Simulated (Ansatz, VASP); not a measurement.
# Two plane-wave programs on SnO2

Contents of INCAR:

```
ALGO     = Normal         # electronic algorithm
EDIFF    = 1E-6           # SCF threshold, eV
ENCUT    = 520            # plane-wave cutoff, eV
GGA      = PE             # functional
ISIF     = 2              # what is computed and relaxed
ISMEAR   = 0              # smearing method
IVDW     = 12             # dispersion correction
LASPH    = T              # aspherical terms in the spheres
LCHARG   = F              # write CHGCAR
LREAL    = F              # projectors in reciprocal space
LWAVE    = F              # write WAVECAR
NBANDS   = 35             # bands
NELM     = 60             # most SCF steps
PREC     = Accurate       # precision mode
SIGMA    = 0.05           # smearing width, eV
```

Contents of KPOINTS:

```
k-points
0
Gamma
  12 12 4
```

POSCAR

```
SnO2
1.0
    3.3167254308      0.0000000000      0.0000000000
   -1.6583627154      2.8723684805      0.0000000000
    0.0000000000      0.0000000000     10.4609520088
Sn O
2 4
Direct
    0.0000000000      0.0000000000      0.5000000000
    0.0000000000      0.0000000000      0.0000000000
    0.6666666667      0.3333333333      0.4017901367
    0.6666666667      0.3333333333      0.0982098633
    0.3333333333      0.6666666667      0.5982098633
    0.3333333333      0.6666666667      0.9017901367
```

Input for Ansatz:

```yaml
crystal:
  lattice:
    - [3.3167254308, 0.0, 0.0]
    - [-1.6583627154, 2.8723684805, 0.0]
    - [0.0, 0.0, 10.4609520088]
  atoms:
    - { symbol: Sn, position: [0.0, 0.0, 0.5] }
    - { symbol: Sn, position: [0.0, 0.0, 0.0] }
    - { symbol: O, position: [0.6666666667, 0.3333333333, 0.4017901367] }
    - { symbol: O, position: [0.6666666667, 0.3333333333, 0.0982098633] }
    - { symbol: O, position: [0.3333333333, 0.6666666667, 0.5982098633] }
    - { symbol: O, position: [0.3333333333, 0.6666666667, 0.9017901367] }
basis:
  ecutwfc: 520.0
kpoints:
  mp_grid: { grid: [12, 12, 4] }
hamiltonian:
  xc: pbe
  dispersion: d3bj
scf:
  occupations: { method: gaussian, width: 0.05 }
output:
  forces: true
  stress: true
  eigenvalues: true
```

Alike in both runs: task single point; functional PBE; dispersion D3(BJ); k mesh 12 × 12 × 4; occupations gaussian, width 0.05 eV; no spin polarisation.

```csv
,VASP,Ansatz
version,VASP 6.6.1,Ansatz 0.2.0
potentials or method,"VASP PAW PBE potentials, release 64 (Sn_d, O), cutoff 520 eV","scalar-relativistic, plane waves, PAW"
valence electrons in the cell,52,52
```

```tsv
	VASP	Ansatz	Ansatz less VASP
gap on the k mesh at the Fermi level (eV)	1.48	1.50	+0.024
least direct gap on the mesh (eV)	1.76	1.78	+0.019
pressure (GPa)	-9.1	-9.5	-0.42
traceless stress, the component that is largest in VASP (GPa)	4.69	4.97	+0.283
rms of the force components (eV/Å)	0.300	0.321	+0.0210
```

Atom by atom the forces differ by 0.021 eV/Å (rms over components).
